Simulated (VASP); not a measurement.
# Be2ZnSe3 (P4/mmm) in VASP: notebook

Be2ZnSe3 is run at these levels: PBE; tasks: single point, relaxation of cell and atoms.

Everything below comes from runs of VASP 6.6.1. Logs are shortened: lines on timing, memory, paths and dates and some standing lists are left out, and cuts for length are marked.

**1. The cell of the first run**

The structure is tetragonal, space group P4/mmm (No. 123). Conventional cell: a = 4.489 Å, b = 4.489 Å, c = 7.913 Å, α = 90.00°, β = 90.00°, γ = 90.00°. Be (site symmetry 4mm) has 2 Se at 1.97 to 1.98 Å within 2.6 Å. Within 4.2 Å of Zn (site symmetry 4/mmm) lie 6 Se at 3.17 to 3.96 Å and 8 Be at 3.74 Å. Se (site symmetry 4/mmm) has 2 Be at 1.97 Å within 2.6 Å. Within 2.6 Å of Se (site symmetry 4/mmm) lie 2 Be at 1.98 Å. Se (site symmetry 4/mmm) has 4 Se at 3.17 Å and 8 Be at 3.74 Å and 2 Zn at 3.96 Å within 4.2 Å.

**2. Single point, PBE**

INCAR reads:

```
  ALGO = Normal
  EDIFF = 1E-6
  ENCUT = 520
  GGA = PE
  ISIF = 2
  ISMEAR = 0
  LASPH = T
  LCHARG = F
  LREAL = F
  LWAVE = F
  NBANDS = 26
  NELM = 60
  PREC = Accurate
  SIGMA = 0.1
```

KPOINTS reads:

```
k-points
0
Gamma
  8 8 6
```

POSCAR reads:

```
Be2ZnSe3
1.0
    4.4889322003      0.0000000000      0.0000000000
    0.0000000000      4.4889322003      0.0000000000
    0.0000000000      0.0000000000      7.9125493684
Be Zn Se
2 1 3
Direct
    0.5000000000      0.5000000000      0.2492552073
    0.5000000000      0.5000000000      0.7507447927
    0.0000000000      0.0000000000      0.5000000000
    0.5000000000      0.5000000000      0.0000000000
    0.5000000000      0.5000000000      0.5000000000
    0.0000000000      0.0000000000      0.0000000000
```

Potentials or basis: VASP PAW PBE potentials, release 64 (Be, Zn, Se).

On the command line:

```console
> cat potpaw_PBE.64/Be/POTCAR potpaw_PBE.64/Zn/POTCAR potpaw_PBE.64/Se/POTCAR > POTCAR
> mpirun -np 1 vasp_std > vasp.out
```

OUTCAR:

```text
EDIFF = 1E-6
   ENCUT = 520
   GGA = PE
   ISIF = 2
   ISMEAR = 0
   LASPH = T
   LREAL = F
   NELM = 60
   PREC = Accurate

 ion  position               nearest neighbor table
   1  0.500  0.500  0.249-   4 1.97   5 1.98
   2  0.500  0.500  0.751-   4 1.97   5 1.98
   3  0.000  0.000  0.500-
   4  0.500  0.500  0.000-   1 1.97   2 1.97
   5  0.500  0.500  0.500-   1 1.98   2 1.98
   6  0.000  0.000  0.000-

  LATTYP: Found a simple tetragonal cell.
 ALAT       =     4.4889322003
 C/A-ratio  =     1.7626796341

  Lattice vectors:

 A1 = (   4.4889322003,   0.0000000000,   0.0000000000)
 A2 = (   0.0000000000,   4.4889322003,   0.0000000000)
 A3 = (   0.0000000000,   0.0000000000,   7.9125493684)

Analysis of symmetry for initial positions (statically):
=====================================================================
 Subroutine PRICEL returns:
 Original cell was already a primitive cell.

 Routine SETGRP: Setting up the symmetry group for a
 simple tetragonal supercell.

 Subroutine GETGRP returns: Found 16 space group operations
 (whereof 16 operations were pure point group operations)
 out of a pool of 16 trial point group operations.

The static configuration has the point symmetry D_4h.

Analysis of symmetry for dynamics (positions and initial velocities):
=====================================================================
 Subroutine PRICEL returns:
 Original cell was already a primitive cell.

 Routine SETGRP: Setting up the symmetry group for a
 simple tetragonal supercell.

 Subroutine GETGRP returns: Found 16 space group operations
 (whereof 16 operations were pure point group operations)
 out of a pool of 16 trial point group operations.

The dynamic configuration has the point symmetry D_4h.

 Subroutine INISYM returns: Found 16 space group operations
 (whereof 16 operations are pure point group operations),
 and found     1 'primitive' translations

----------------------------------------------------------------------------------------

                                     Primitive cell

  volume of cell :     159.4419
[... 93 lines left out ...]
   LSORBIT =      F    spin-orbit coupling
   LASPH  =      T    aspherical Exc in radial PAW
   ENCUT  =  520.0 eV  38.22 Ry    6.18 a.u.   8.35  8.35 14.71*2*pi/ulx,y,z
   NELM   =     60;   NELMIN=  2; NELMDL= -5     # of ELM steps
   EDIFF  = 0.1E-05   stopping-criterion for ELM
   LREAL  =      F    real-space projection
   EDIFFG = 0.1E-04   stopping-criterion for IOM
   NSW    =      0    number of steps for IOM
   IBRION =     -1    ionic relax: 0-MD 1-quasi-New 2-CG
   NFREE  =      0    steps in history (QN), initial steepest desc. (CG)
   ISIF   =      2    stress and relaxation
   ISYM   =      2    0-nonsym 1-usesym 2-fastsym
   POTIM  = 0.5000    time-step for ionic-motion
   TEBEG  =    0.0;   TEEND  =   0.0 temperature during run
   PSTRESS=    0.0 pullay stress
   NELECT =      34.0000    total number of electrons
   NUPDOWN=      -1.0000    fix difference up-down
   EMIN   =  10.00;   EMAX   =-10.00  energy-range for DOS
   EFERMI =   0.00;   METHOD = LEGACY
   ISMEAR =     0;   SIGMA  =   0.10  broadening in eV -4-tet -1-fermi 0-gaus
   EFERMI_NEDOS =   21; number of points for ismear=-14 and -15
   IALGO  =     38    algorithm
   IMIX   =      4    mixing-type and parameters
     AMIX     =   0.40;   BMIX     =  1.00
     AMIX_MAG =   1.60;   BMIX_MAG =  1.00
  volume/ion in A,a.u.               =      26.57       179.33
  Fermi-wavevector in a.u.,A,eV,Ry     =   0.978063  1.848272 13.015439  0.956608
  Thomas-Fermi vector in A             =   2.108810
   LORBIT       =      0    0 simple, 1 ext, 2 COOP (PROOUT), +10 PAW based schemes
   GGA     = PE    functional components
   LHFCALC =     F    Hartree Fock is set to
   AEXX    =    0.0000 exact exchange contribution
   IVDW    =     0    specifies the selected vdW correction
   LEPSILON=     F    determine dielectric tensor
   LRPA    =     F    only Hartree local field effects (RPA)
 non-spin polarized calculation
 Gauss-broadening in eV      SIGMA  =   0.10
  energy-cutoff  :      520.00
  volume of cell :      159.44
 maximum number of plane-waves:      4322
 NGX is ok and might be reduce to    36
   NGX = 17   NGY = 17   NGZ = 29

 number of electron      34.0000015 magnetization

 Free energy of the ion-electron system (eV)
  ---------------------------------------------------
  ext. energy  EPLUGINS =         0.00000000
  ---------------------------------------------------
  free energy    TOTEN  =       -15.92392671 eV

  energy without entropy =      -15.90684972  energy(sigma->0) =      -15.91538821

 E-fermi :   1.7712     XC(G=0):  -8.0699

 val. band max:        1.7672145500   @ k =   0.5000   0.2500   0.3333
 cond. band min:       1.7976347322   @ k =   0.3750   0.1250   0.5000
 fundamental gap:      0.0304201822
 Fermi energy:         1.7711509000

 k-point     1 :       0.0000    0.0000    0.0000
  band No.  band energies     occupation
      1     -12.8986      2.00000
      2     -12.6268      2.00000
      3      -9.8117      2.00000
      4      -5.3835      2.00000
      5      -4.4861      2.00000
      6      -4.4722      2.00000
[... 685 lines left out ...]
     25       6.5195      0.00000
     26       6.6356      0.00000

 [... further k-points ...]

------------------------ aborting loop because EDIFF is reached ----------------------------------------

  FORCE on cell =-STRESS in cart. coord.  units (eV):
  Direction    XX          YY          ZZ          XY          YZ          ZX
  --------------------------------------------------------------------------------------
  -------------------------------------------------------------------------------------
  Total        0.0212785      0.0212785      0.1750974      0.0000000      0.0000000      0.0000000
  in kB        0.2138200      0.2138200      1.7594935      0.0000000      0.0000000      0.0000000
  external PRESSURE =       0.7290445 kB  Pullay stress =       0.0000000 kB

 VOLUME and BASIS-vectors are now :
 -----------------------------------------------------------------------------
  energy-cutoff  :      520.00
  volume of cell :      159.44
      direct lattice vectors                 reciprocal lattice vectors
     4.488932200  0.000000000  0.000000000     0.222770128  0.000000000  0.000000000
     0.000000000  4.488932200  0.000000000     0.000000000  0.222770128  0.000000000
     0.000000000  0.000000000  7.912549368     0.000000000  0.000000000  0.126381518

 POSITION                                       TOTAL-FORCE (eV/Angst)
 -----------------------------------------------------------------------------------
      2.24447      2.24447      1.97224         0.000000      0.000000     -0.000091
      2.24447      2.24447      5.94031        -0.000000      0.000000      0.000091
      0.00000      0.00000      3.95627         0.000000     -0.000000      0.000000
      2.24447      2.24447      0.00000         0.000000     -0.000000      0.000000
      2.24447      2.24447      3.95627         0.000000     -0.000000      0.000000
      0.00000      0.00000      0.00000         0.000000     -0.000000      0.000000
 -----------------------------------------------------------------------------------
    total drift:                               -0.000000      0.000000      0.000000

  FREE ENERGIE OF THE ION-ELECTRON SYSTEM (eV)
  ---------------------------------------------------
  free  energy   TOTEN  =       -15.9239267082 eV

  energy  without entropy=      -15.9068497180  energy(sigma->0) =      -15.91538821
```

OSZICAR:

```text
N       E                     dE             d eps       ncg     rms          rms(c)
DAV:   1     0.181724021781E+03    0.18172E+03   -0.13744E+04  3120   0.117E+03
DAV:   2     0.287268499779E+01   -0.17885E+03   -0.16804E+03  3684   0.243E+02
DAV:   3    -0.162189989982E+02   -0.19092E+02   -0.18583E+02  3768   0.790E+01
DAV:   4    -0.166654699447E+02   -0.44647E+00   -0.44136E+00  3730   0.125E+01
DAV:   5    -0.166706645888E+02   -0.51946E-02   -0.51883E-02  3856   0.128E+00    0.599E+00
DAV:   6    -0.161111013869E+02    0.55956E+00   -0.33828E+00  3960   0.118E+01    0.393E+00
DAV:   7    -0.159174305616E+02    0.19367E+00   -0.49081E-01  3822   0.556E+00    0.260E+00
DAV:   8    -0.159303882388E+02   -0.12958E-01   -0.16200E-01  3750   0.189E+00    0.612E-01
DAV:   9    -0.159260078685E+02    0.43804E-02   -0.35886E-02  3772   0.140E+00    0.358E-01
DAV:  10    -0.159231637147E+02    0.28442E-02   -0.76564E-03  3702   0.736E-01    0.110E-01
DAV:  11    -0.159237808090E+02   -0.61709E-03   -0.15304E-03  3534   0.203E-01    0.742E-02
DAV:  12    -0.159239112813E+02   -0.13047E-03   -0.21000E-04  3620   0.832E-02    0.196E-02
DAV:  13    -0.159239274394E+02   -0.16158E-04   -0.26543E-05  3720   0.466E-02    0.105E-02
DAV:  14    -0.159239267082E+02    0.73118E-06   -0.76955E-06  4146   0.301E-02
   1 F= -.15923927E+02 E0= -.15915388E+02  d E =-.170770E-01
```

Wall time 2.2 min (1 thread of AMD EPYC 9R45 (Zen 5), shared host); peak memory 0.38 GiB.

What came out:

| Quantity | Value |
| --- | --- |
| Free energy | -15.9239 eV |
| Pressure | 0.1 GPa |
| Band gap on the k mesh | zero (band 17 reaches 2.69 eV, above the bottom of band 18 at 1.33 eV) |

Levels at points of the mesh, in eV from the Fermi level:
| k point | band 13 | band 14 | band 15 | band 16 | band 17 | band 18 | band 19 | band 20 | band 21 | band 22 |
| --- | --- | --- | --- | --- | --- | --- | --- | --- | --- | --- |
| (0.00, 0.00, 0.00) | -3.05 | -3.05 | -2.39 | -1.45 | 0.48 | 0.48 | 0.81 | 1.42 | 1.42 | 3.46 |
| (0.50, 0.00, 0.00) | -3.01 | -2.44 | -2.28 | -1.77 | -1.39 | 0.60 | 0.92 | 1.09 | 1.67 | 2.52 |
| (0.50, 0.50, 0.00) | -3.99 | -3.99 | -2.03 | -1.54 | 0.16 | 0.16 | 1.11 | 1.11 | 1.59 | 4.16 |
| (0.00, 0.00, 0.50) | -3.32 | -3.32 | -2.55 | -0.90 | 0.42 | 0.42 | 1.35 | 2.62 | 2.96 | 2.96 |
| (0.50, 0.00, 0.50) | -3.07 | -2.88 | -1.72 | -1.68 | -1.39 | 0.63 | 0.76 | 1.84 | 2.69 | 2.92 |
| (0.50, 0.50, 0.50) | -4.29 | -4.29 | -2.44 | -0.81 | 0.92 | 0.92 | 1.76 | 1.76 | 2.01 | 2.01 |

**3. Relaxation of cell and atoms, PBE**

INCAR reads:

```
SYSTEM = Be2ZnSe3
  PREC = Accurate
  ENCUT = 600
  EDIFF = 1E-6
  ISMEAR = 0
  SIGMA = 0.1
  LREAL = .FALSE.
  LASPH = .TRUE.
  NELM = 60
  ALGO = Normal
  ISIF = 3
  LWAVE = .FALSE.
  LCHARG = .FALSE.
  GGA = PE
  IBRION = 2
  NSW = 100
  EDIFFG = -0.01
```

KPOINTS reads:

```
regular mesh
0
G
  8 8 6
  0 0 0
```

POSCAR reads:

```
Be2ZnSe3
1.0
    4.4878757761      0.0000000000      0.0000000000
    0.0000000000      4.4878757761      0.0000000000
    0.0000000000      0.0000000000      7.9145078682
Be Zn Se
2 1 3
Direct
    0.5000000000      0.5000000000      0.2496912294
    0.5000000000      0.5000000000      0.7503087706
    0.0000000000      0.0000000000      0.5000000000
    0.5000000000      0.5000000000      0.0000000000
    0.5000000000      0.5000000000      0.5000000000
    0.0000000000      0.0000000000      0.0000000000
```

Potentials or basis: VASP PAW PBE potentials, release 64 (Be, Zn, Se).

On the command line:

```console
> cat potpaw_PBE.64/Be/POTCAR potpaw_PBE.64/Zn/POTCAR potpaw_PBE.64/Se/POTCAR > POTCAR
> mpirun -np 1 vasp_std > vasp.out
```

OUTCAR:

```text
SYSTEM = Be2ZnSe3
   PREC = Accurate
   ENCUT = 600
   EDIFF = 1E-6
   ISMEAR = 0
   LREAL = .FALSE.
   LASPH = .TRUE.
   NELM = 60
   ISIF = 3
   GGA = PE
   IBRION = 2
   NSW = 100
   EDIFFG = -0.01

 ion  position               nearest neighbor table
   1  0.500  0.500  0.250-   4 1.98   5 1.98
   2  0.500  0.500  0.750-   4 1.98   5 1.98
   3  0.000  0.000  0.500-
   4  0.500  0.500  0.000-   1 1.98   2 1.98
   5  0.500  0.500  0.500-   1 1.98   2 1.98
   6  0.000  0.000  0.000-

  LATTYP: Found a simple tetragonal cell.
 ALAT       =     4.4878757761
 C/A-ratio  =     1.7635309583

  Lattice vectors:

 A1 = (   4.4878757761,   0.0000000000,   0.0000000000)
[... 271 lines left out ...]
  ext. energy  EPLUGINS =         0.00000000
  ---------------------------------------------------
  free energy    TOTEN  =       -15.92395568 eV

  energy without entropy =      -15.90687397  energy(sigma->0) =      -15.91541482

 E-fermi :   1.7684     XC(G=0):  -8.0664

 val. band max:        1.7644787888   @ k =   0.5000   0.2500   0.3333
 cond. band min:       1.7939233629   @ k =   0.3750   0.1250   0.5000
 fundamental gap:      0.0294445741
 Fermi energy:         1.7683754621

 k-point     1 :       0.0000    0.0000    0.0000
  band No.  band energies     occupation
      1     -12.8982      2.00000
      2     -12.6257      2.00000
      3      -9.8146      2.00000
      4      -5.3835      2.00000
      5      -4.4903      2.00000
      6      -4.4764      2.00000
[... 565 lines left out ...]
     20       2.9883      0.00000
     21       3.3161      0.00000

 [... further k-points ...]

------------------------ aborting loop because EDIFF is reached ----------------------------------------

  FORCE on cell =-STRESS in cart. coord.  units (eV):
  Direction    XX          YY          ZZ          XY          YZ          ZX
  --------------------------------------------------------------------------------------
  -------------------------------------------------------------------------------------
  Total        0.0121872      0.0121872     -0.0476135      0.0000000      0.0000000      0.0000000
  in kB        0.1223445      0.1223445     -0.4779796      0.0000000      0.0000000      0.0000000
  external PRESSURE =      -0.0777635 kB  Pullay stress =       0.0000000 kB
[... 21 lines left out ...]
  FREE ENERGIE OF THE ION-ELECTRON SYSTEM (eV)
  ---------------------------------------------------
  free  energy   TOTEN  =       -15.9239556789 eV

  energy  without entropy=      -15.9068739653  energy(sigma->0) =      -15.91541482

 reached required accuracy - stopping structural energy minimisation
```

OSZICAR:

```text
N       E                     dE             d eps       ncg     rms          rms(c)
DAV:   1     0.198883330938E+03    0.19888E+03   -0.15191E+04  2520   0.162E+03
DAV:   2     0.669084448842E+01   -0.19219E+03   -0.18589E+03  2823   0.298E+02
DAV:   3    -0.158791112934E+02   -0.22570E+02   -0.21873E+02  3279   0.981E+01
[... 23 lines left out ...]
DAV:   1    -0.159239863708E+02   -0.53387E-04   -0.84544E-04  2953   0.299E-01    0.382E-02
DAV:   2    -0.159239597503E+02    0.26621E-04   -0.12631E-04  2925   0.157E-01    0.127E-02
DAV:   3    -0.159239567433E+02    0.30069E-05   -0.12268E-05  3544   0.319E-02    0.883E-03
DAV:   4    -0.159239557318E+02    0.10115E-05   -0.35081E-06  2256   0.194E-02    0.412E-03
DAV:   5    -0.159239556789E+02    0.52964E-07   -0.65230E-07  1350   0.955E-03
   3 F= -.15923956E+02 E0= -.15915415E+02  d E =-.328479E-03
```

CONTCAR:

```text
Be2ZnSe3
   1.00000000000000
     4.4889353403649874    0.0000000000000000    0.0000000000000000
     0.0000000000000000    4.4889353403649874   -0.0000000000000000
    -0.0000000000000000    0.0000000000000000    7.9203609143353493
  Be              Zn              Se
     2     1     3
Direct
     0.5000000000000000    0.5000000000000000    0.2492749855855681
     0.5000000000000000    0.5000000000000000    0.7507250144144318
     0.0000000000000000    0.0000000000000000    0.5000000000000000
     0.5000000000000000    0.5000000000000000    0.0000000000000000
     0.5000000000000000    0.5000000000000000    0.5000000000000000
     0.0000000000000000    0.0000000000000000    0.0000000000000000

  0.00000000E+00  0.00000000E+00  0.00000000E+00
  0.00000000E+00  0.00000000E+00  0.00000000E+00
  0.00000000E+00  0.00000000E+00  0.00000000E+00
  0.00000000E+00  0.00000000E+00  0.00000000E+00
  0.00000000E+00  0.00000000E+00  0.00000000E+00
  0.00000000E+00  0.00000000E+00  0.00000000E+00
```

Run time: 3.8 min. Hardware: 1 thread of AMD EPYC 9R45 (Zen 5), shared host; peak memory 0.44 GiB.

What came out:

```yaml
Free_energy: -15.9240 eV
Relaxed_volume: 26.60 Å³/atom
Relaxed_cell: a = 4.489 Å, b = 4.489 Å, c = 7.920 Å, α = 90.00°, β = 90.00°, γ = 90.00°
Space_group_after_relaxing_to_0.05_Å: P4/mmm (No. 123)
Energy_gained_by_relaxing: 0.1 meV/atom
Ionic_steps: 3
Pressure_after_relaxing: 0.0 GPa
Largest_force_after_relaxing: 0.006 eV/Å
Band_gap_on_the_k_mesh: zero (band 17 reaches 2.69 eV, above the bottom of band 18 at 1.33 eV)
```

Forces in eV/Å, atoms in the order of the input:
```
Be   0.000  0.000 -0.006
Be   0.000  0.000  0.006
Zn   0.000  0.000  0.000
Se   0.000  0.000  0.000
Se   0.000  0.000  0.000
Se   0.000  0.000  0.000
```

Step by step:
```csv
step,energy change (eV),largest force (eV/Å),pressure (GPa),volume (Å³)
1,0.0000,0.0864,0.06,159.41
2,-0.0003,0.0154,-0.02,159.65
3,-0.0003,0.0059,-0.01,159.60
```

Final structure:
```
Be Zn Se
1.0
     4.48894    0.00000    0.00000
     0.00000    4.48894    0.00000
     0.00000    0.00000    7.92036
Be Zn Se
2 1 3
Direct
  0.50000 0.50000 0.24927
  0.50000 0.50000 0.75072
  0.00000 0.00000 0.50000
  0.50000 0.50000 0.00000
  0.50000 0.50000 0.50000
  0.00000 0.00000 0.00000
```
